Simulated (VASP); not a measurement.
# Cu3Pt (Pm-3m) in VASP: single point with LDA

Aim: the single point of Cu3Pt with LDA.

Everything below comes from runs of VASP 6.6.1. Logs are shortened: lines on timing, memory, paths and dates and some standing lists are left out, and cuts for length are marked.

## Step 1: The cell of the first run

It takes space group Pm-3m (No. 221, cubic). Conventional cell: a = 3.710 Å, b = 3.710 Å, c = 3.710 Å, α = 90.00°, β = 90.00°, γ = 90.00°. Within 3.5 Å of Cu (site symmetry 4/mmm) lie 8 Cu at 2.62 Å and 4 Pt at 2.62 Å. Within 3.5 Å of Pt (site symmetry m-3m) lie 12 Cu at 2.62 Å.

## Step 2: Single point, LDA

INCAR

```
SYSTEM = Cu3Pt
  PREC = Accurate
  ENCUT = 520
  EDIFF = 1E-7
  ISMEAR = -1
  SIGMA = 0.05
  LREAL = .FALSE.
  LASPH = .TRUE.
  NELM = 80
  ALGO = Normal
  ISIF = 2
  LWAVE = .FALSE.
  LCHARG = .FALSE.
  NBANDS = 30
```

KPOINTS

```
Automatic mesh
0
G
  9 9 9
  0 0 0
```

POSCAR

```
Cu3Pt
1.0
    3.7100000000      0.0000000000      0.0000000000
    0.0000000000      3.7100000000      0.0000000000
    0.0000000000      0.0000000000      3.7100000000
Cu Pt
3 1
Direct
    0.0000000000      0.5000000000      0.5000000000
    0.5000000000      0.0000000000      0.5000000000
    0.5000000000      0.5000000000      0.0000000000
    0.0000000000      0.0000000000      0.0000000000
```

Potentials or basis: VASP PAW LDA potentials, release 64 (Cu, Pt).

On the command line:

```console
cat potpaw_LDA.64/Cu/POTCAR potpaw_LDA.64/Pt/POTCAR > POTCAR
mpirun -np 1 vasp_std > vasp.out
```

OUTCAR:

```text
SYSTEM = Cu3Pt
   PREC = Accurate
   ENCUT = 520
   EDIFF = 1E-7
   ISMEAR = -1
   LREAL = .FALSE.
   LASPH = .TRUE.
   NELM = 80
   ISIF = 2

 ion  position               nearest neighbor table
   1  0.000  0.500  0.500-   2 2.62   3 2.62   4 2.62   3 2.62   4 2.62   2 2.62   4 2.62   4 2.62
                             2 2.62   3 2.62   3 2.62   2 2.62
   2  0.500  0.000  0.500-   1 2.62   3 2.62   4 2.62   3 2.62   4 2.62   1 2.62   3 2.62   3 2.62
                             1 2.62   4 2.62   4 2.62   1 2.62
   3  0.500  0.500  0.000-   1 2.62   2 2.62   4 2.62   1 2.62   2 2.62   2 2.62   4 2.62   2 2.62
                             1 2.62   4 2.62   1 2.62   4 2.62
   4  0.000  0.000  0.000-   1 2.62   2 2.62   3 2.62   1 2.62   2 2.62   1 2.62   3 2.62   1 2.62
                             2 2.62   3 2.62   2 2.62   3 2.62

  LATTYP: Found a simple cubic cell.
 ALAT       =     3.7100000000

  Lattice vectors:

 A1 = (   3.7100000000,   0.0000000000,   0.0000000000)
 A2 = (   0.0000000000,   3.7100000000,   0.0000000000)
 A3 = (   0.0000000000,   0.0000000000,   3.7100000000)

Analysis of symmetry for initial positions (statically):
=====================================================================
 Subroutine PRICEL returns:
 Original cell was already a primitive cell.

 Routine SETGRP: Setting up the symmetry group for a
 simple cubic supercell.

 Subroutine GETGRP returns: Found 48 space group operations
 (whereof 48 operations were pure point group operations)
 out of a pool of 48 trial point group operations.

The static configuration has the point symmetry O_h .

Analysis of symmetry for dynamics (positions and initial velocities):
=====================================================================
 Subroutine PRICEL returns:
 Original cell was already a primitive cell.

 Routine SETGRP: Setting up the symmetry group for a
 simple cubic supercell.

 Subroutine GETGRP returns: Found 48 space group operations
 (whereof 48 operations were pure point group operations)
 out of a pool of 48 trial point group operations.

The dynamic configuration has the point symmetry O_h .

 Subroutine INISYM returns: Found 48 space group operations
 (whereof 48 operations are pure point group operations),
 and found     1 'primitive' translations

----------------------------------------------------------------------------------------

                                     Primitive cell

  volume of cell :      51.0648

  direct lattice vectors                    reciprocal lattice vectors
     3.710000000  0.000000000  0.000000000     0.269541779  0.000000000  0.000000000
     0.000000000  3.710000000  0.000000000     0.000000000  0.269541779  0.000000000
     0.000000000  0.000000000  3.710000000     0.000000000  0.000000000  0.269541779

  length of vectors
     3.710000000  3.710000000  3.710000000     0.269541779  0.269541779  0.269541779

  position of ions in fractional coordinates (direct lattice)
     0.000000000  0.500000000  0.500000000
     0.500000000  0.000000000  0.500000000
     0.500000000  0.500000000  0.000000000
     0.000000000  0.000000000  0.000000000

  ion indices of the primitive-cell ions
   primitive index   ion index
                 1           1
                 2           2
                 3           3
                 4           4

----------------------------------------------------------------------------------------

 KPOINTS: Automatic mesh

Automatic generation of k-mesh.
 Grid dimensions read from file:
 generate k-points for:    9    9    9

 Generating k-lattice:

  Cartesian coordinates                     Fractional coordinates (reciprocal lattice)
     0.029949087  0.000000000  0.000000000     0.111111111  0.000000000  0.000000000
     0.000000000  0.029949087  0.000000000     0.000000000  0.111111111  0.000000000
     0.000000000  0.000000000  0.029949087     0.000000000  0.000000000  0.111111111

  Length of vectors
     0.029949087  0.029949087  0.029949087

  Shift w.r.t. Gamma in fractional coordinates (k-lattice)
     0.000000000  0.000000000  0.000000000

 Subroutine IBZKPT returns following result:
 ===========================================

 Found     35 irreducible k-points:

 Following reciprocal coordinates:
            Coordinates               Weight
  0.000000  0.000000  0.000000      1.000000
  0.111111  0.000000  0.000000      6.000000
  0.222222  0.000000  0.000000      6.000000
  0.333333  0.000000  0.000000      6.000000
  0.444444  0.000000  0.000000      6.000000
  0.111111  0.111111  0.000000     12.000000
[... 16 lines left out ...]
  0.333333  0.333333  0.111111     24.000000
  0.444444  0.333333  0.111111     48.000000
 [... further k-points ...]
   k-points           NKPTS =     35   k-points in BZ     NKDIM =     35   number of bands    NBANDS=     30
   number of dos      NEDOS =    301   number of ions     NIONS =      4
   total plane-waves  NPLWV =  21952
   dimension x,y,z NGX =    28 NGY =   28 NGZ =   28
   dimension x,y,z NGXF=    56 NGYF=   56 NGZF=   56
   ions per type =               3   1
   NGX,Y,Z   is equivalent  to a cutoff of  12.55, 12.55, 12.55 a.u.
   NGXF,Y,Z  is equivalent  to a cutoff of  25.09, 25.09, 25.09 a.u.
 SYSTEM =  Cu3Pt
   PREC   = accura    normal or accurate (medium, high low for compatibility)
   ISTART =      0    job   : 0-new  1-cont  2-samecut
   ICHARG =      2    charge: 1-file 2-atom 10-const
   ISPIN  =      1    spin polarized calculation?
   LNONCOLLINEAR =      F non collinear calculations
   LSORBIT =      F    spin-orbit coupling
   LASPH  =      T    aspherical Exc in radial PAW
   ENCUT  =  520.0 eV  38.22 Ry    6.18 a.u.   6.90  6.90  6.90*2*pi/ulx,y,z
   NELM   =     80;   NELMIN=  2; NELMDL= -5     # of ELM steps
   EDIFF  = 0.1E-06   stopping-criterion for ELM
   LREAL  =      F    real-space projection
   EDIFFG = 0.1E-05   stopping-criterion for IOM
   NSW    =      0    number of steps for IOM
   IBRION =     -1    ionic relax: 0-MD 1-quasi-New 2-CG
   NFREE  =      0    steps in history (QN), initial steepest desc. (CG)
   ISIF   =      2    stress and relaxation
   ISYM   =      2    0-nonsym 1-usesym 2-fastsym
   POTIM  = 0.5000    time-step for ionic-motion
   TEBEG  =    0.0;   TEEND  =   0.0 temperature during run
   PSTRESS=    0.0 pullay stress
   NELECT =      43.0000    total number of electrons
   NUPDOWN=      -1.0000    fix difference up-down
   EMIN   =  10.00;   EMAX   =-10.00  energy-range for DOS
   EFERMI =   0.00;   METHOD = LEGACY
   ISMEAR =    -1;   SIGMA  =   0.05  broadening in eV -4-tet -1-fermi 0-gaus
   EFERMI_NEDOS =   21; number of points for ismear=-14 and -15
   IALGO  =     38    algorithm
   IMIX   =      4    mixing-type and parameters
     AMIX     =   0.40;   BMIX     =  1.00
     AMIX_MAG =   1.60;   BMIX_MAG =  1.00
  volume/ion in A,a.u.               =      12.77        86.15
  Fermi-wavevector in a.u.,A,eV,Ry     =   1.545932  2.921388 32.516645  2.389906
  Thomas-Fermi vector in A             =   2.651240
   LORBIT       =      0    0 simple, 1 ext, 2 COOP (PROOUT), +10 PAW based schemes
   GGA     = CA    functional components
   LHFCALC =     F    Hartree Fock is set to
   AEXX    =    0.0000 exact exchange contribution
   IVDW    =     0    specifies the selected vdW correction
   LEPSILON=     F    determine dielectric tensor
   LRPA    =     F    only Hartree local field effects (RPA)
 non-spin polarized calculation
  energy-cutoff  :      520.00
  volume of cell :       51.06
 maximum number of plane-waves:      1390
 NGX is ok and might be reduce to    28
   NGX = 13   NGY = 13   NGZ = 13

 number of electron      43.0000101 magnetization

 Free energy of the ion-electron system (eV)
  ---------------------------------------------------
  ext. energy  EPLUGINS =         0.00000000
  ---------------------------------------------------
  free energy    TOTEN  =       -22.03684731 eV

  energy without entropy =      -22.02266108  energy(sigma->0) =      -22.02975419

 E-fermi :   7.9702     XC(G=0): -13.2003

 val. band max:        7.9636463281   @ k =   0.4444   0.4444   0.1111
 cond. band min:       8.0077805563   @ k =   0.3333   0.2222   0.0000
 fundamental gap:      0.0441342282
 Fermi energy:         7.9702307697

 k-point     1 :       0.0000    0.0000    0.0000
  band No.  band energies     occupation
      1      -1.2111      2.00000
      2       2.5638      2.00000
      3       2.5638      2.00000
      4       3.4021      2.00000
      5       3.4021      2.00000
      6       3.4021      2.00000
[... 22 lines left out ...]
     29      19.5603      0.00000
     30      19.5603      0.00000

 k-point     2 :       0.1111    0.0000    0.0000
  band No.  band energies     occupation
      1      -1.0569      2.00000
      2       2.6329      2.00000
      3       2.6370      2.00000
      4       3.4459      2.00000
      5       3.4559      2.00000
      6       3.4559      2.00000
[... 22 lines left out ...]
     29      19.5092      0.00000
     30      19.5092      0.00000

 k-point     3 :       0.2222    0.0000    0.0000
  band No.  band energies     occupation
      1      -0.6054      2.00000
      2       2.7657      2.00000
      3       2.8377      2.00000
      4       3.5701      2.00000
      5       3.6166      2.00000
      6       3.6166      2.00000
[... 22 lines left out ...]
     29      19.1413      0.00000
     30      19.3349      0.00000

 k-point     4 :       0.3333    0.0000    0.0000
  band No.  band energies     occupation
      1       0.1022      2.00000
      2       2.6907      2.00000
      3       3.1018      2.00000
      4       3.7478      2.00000
      5       3.8775      2.00000
      6       3.8775      2.00000
[... 616 lines left out ...]
     29      19.9980      0.00000
     30      20.8542      0.00000

 k-point    23 :       0.3333    0.3333    0.1111
  band No.  band energies     occupation
      1       1.3689      2.00000
      2       3.1184      2.00000
      3       3.4261      2.00000
      4       3.9294      2.00000
      5       4.1405      2.00000
      6       4.1840      2.00000
[... 22 lines left out ...]
     29      21.0846      0.00000
     30      21.1130      0.00000

 k-point    24 :       0.4444    0.3333    0.1111
  band No.  band energies     occupation
      1       2.0763      2.00000
      2       2.7440      2.00000
      3       3.5266      2.00000
      4       3.8842      2.00000
      5       4.1818      2.00000
      6       4.4760      2.00000
[... 22 lines left out ...]
     29      19.9803      0.00000
     30      20.6731      0.00000

 [... further k-points ...]

------------------------ aborting loop because EDIFF is reached ----------------------------------------

  FORCE on cell =-STRESS in cart. coord.  units (eV):
  Direction    XX          YY          ZZ          XY          YZ          ZX
  --------------------------------------------------------------------------------------
  -------------------------------------------------------------------------------------
  Total       -3.5965708     -3.5965708     -3.5965708      0.0000000      0.0000000     -0.0000000
  in kB     -112.8437377   -112.8437377   -112.8437377      0.0000000      0.0000000     -0.0000000
  external PRESSURE =    -112.8437377 kB  Pullay stress =       0.0000000 kB

 VOLUME and BASIS-vectors are now :
 -----------------------------------------------------------------------------
  energy-cutoff  :      520.00
  volume of cell :       51.06
      direct lattice vectors                 reciprocal lattice vectors
     3.710000000  0.000000000  0.000000000     0.269541779  0.000000000  0.000000000
     0.000000000  3.710000000  0.000000000     0.000000000  0.269541779  0.000000000
     0.000000000  0.000000000  3.710000000     0.000000000  0.000000000  0.269541779

 POSITION                                       TOTAL-FORCE (eV/Angst)
 -----------------------------------------------------------------------------------
      0.00000      1.85500      1.85500         0.000000      0.000000      0.000000
      1.85500      0.00000      1.85500         0.000000      0.000000      0.000000
      1.85500      1.85500      0.00000         0.000000      0.000000      0.000000
      0.00000      0.00000      0.00000         0.000000      0.000000      0.000000
 -----------------------------------------------------------------------------------
    total drift:                                0.000000      0.000000      0.000000

  FREE ENERGIE OF THE ION-ELECTRON SYSTEM (eV)
  ---------------------------------------------------
  free  energy   TOTEN  =       -22.0368473062 eV

  energy  without entropy=      -22.0226610762  energy(sigma->0) =      -22.02975419
```

Wall time 62 s (1 thread of Intel Xeon 8259CL, shared host); peak memory 0.17 GiB.

What came out:

```
Free energy            : -22.0368 eV
Pressure               : -11.3 GPa
Band gap on the k mesh : zero (an odd number of electrons rules out a gap without spin polarisation)
```

Caveat: the cell stands under tension; spin-orbit coupling is left out, which moves the levels of the heavy elements.

The gap in the log of VASP goes by the Fermi energy; the results here count the filled bands.